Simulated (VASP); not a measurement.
Set up this calculation in VASP 6.6.1, as the native input.

```
Task                   : relaxation of cell and atoms
Functional             : RPBE
Potentials or basis    : VASP PAW PBE potentials, release 64 (La, O)
Cutoff                 : 600 eV
k mesh                 : 6 × 6 × 4
Occupations            : gaussian, width 0.01 eV
Spin                   : no spin polarisation
Dipole correction      : no
Further INCAR settings : ALGO = Normal; EDIFF = 1e-07; IBRION = 2; EDIFFG = -0.005; NSW = 80; ISIF = 3
```

The structure of La2O3 lies in POSCAR:

```
La2O3
1.0
    3.9307780000      0.0000000000      0.0000000000
   -1.9653890000      3.4041530000      0.0000000000
    0.0000000000      0.0000000000      6.1119540000
La O
2 3
Direct
    0.6666666667      0.3333333333      0.7537640000
    0.3333333333      0.6666666667      0.2462360000
    0.6666666667      0.3333333333      0.3541090000
    0.3333333333      0.6666666667      0.6458910000
    0.0000000000      0.0000000000      0.0000000000
```

These files were run (other wordings do the same):

INCAR

```
SYSTEM = La2O3
PREC = Accurate
ENCUT = 600
EDIFF = 1E-7
ISMEAR = 0
SIGMA = 0.01
LREAL = .FALSE.
LASPH = .TRUE.
NELM = 100
ALGO = Normal
ISIF = 3
LWAVE = .FALSE.
LCHARG = .FALSE.
GGA = RP
IBRION = 2
NSW = 80
EDIFFG = -0.005
```

KPOINTS

```
Automatic mesh
0
G
  6 6 4
  0 0 0
```

Potentials or basis: VASP PAW PBE potentials, release 64 (La, O).

Launch:

```sh
$ cat potpaw_PBE.64/La/POTCAR potpaw_PBE.64/O/POTCAR > POTCAR
$ mpirun -np 1 vasp_std > vasp.out
```

Results of the run:

The relaxed volume is 17.05 Å³/atom, the relaxed cell is a = 3.959 Å, b = 3.959 Å, c = 6.280 Å, α = 90.00°, β = 90.00°, γ = 120.00° and the space group after relaxing (to 0.1 Å) is P-3m1 (No. 164). The energy gained by relaxing is 9.5 meV/atom, the ionic steps are 12 and the pressure after relaxing is 0.0 GPa. The band gap on the k mesh is 3.89 eV (least direct gap 4.08 eV).

Caveat: the PAW data sets were made with another functional, which shifts forces and pressure a little; spin-orbit coupling is left out, which moves the levels of the heavy elements.

Run time: 13 min on 1 thread of Intel Xeon 8259CL, with other jobs on the host, peak memory 0.26 GiB.
